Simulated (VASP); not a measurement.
## Na2BrF: single point with PBE

The system is Na2BrF.

```
Na Br F
1.0
     1.90770    1.10141    6.28540
    -1.90770    1.10141    6.28540
     0.00000   -2.20282    6.28540
Na Br F
2 1 1
Cartesian
  0.0000 0.0000 5.0200
  0.0000 0.0000 13.8362
  0.0000 0.0000 9.4281
  0.0000 0.0000 0.0000
```

| Item | Value |
| --- | --- |
| Program | VASP 6.6.1 |
| Task | single point |
| Functional | PBE |
| Potentials or basis | VASP PAW PBE potentials, release 64 (Na_pv, Br, F) |
| Cutoff | 520 eV |
| k mesh | 9 × 9 × 9 |
| Occupations | gaussian, width 0.02 eV |
| Spin | no spin polarisation |
| Dipole correction | no |
| Further INCAR settings | ALGO = Normal; EDIFF = 1e-07; NBANDS = 22 |

| Quantity | Value |
| --- | --- |
| Pressure | -0.1 GPa |
| Band gap on the k mesh | 3.09 eV, direct |

Levels at points of the mesh, in eV from the valence-band top:
```csv
k point,band 12,band 13,band 14,band 15,band 16,band 17
"(0.00, 0.00, 0.00)",-1.46,0.00,0.00,3.09,6.73,9.38
```

It took 6.6 min on 1 thread of Intel(R) Xeon(R) Platinum 8259CL CPU @ 2.50GHz (Skylake/Cascade Lake) (shared host), peak memory 0.42 GiB.

A k mesh can miss the band edges. As with any semilocal functional, this PBE gap is likely too small.
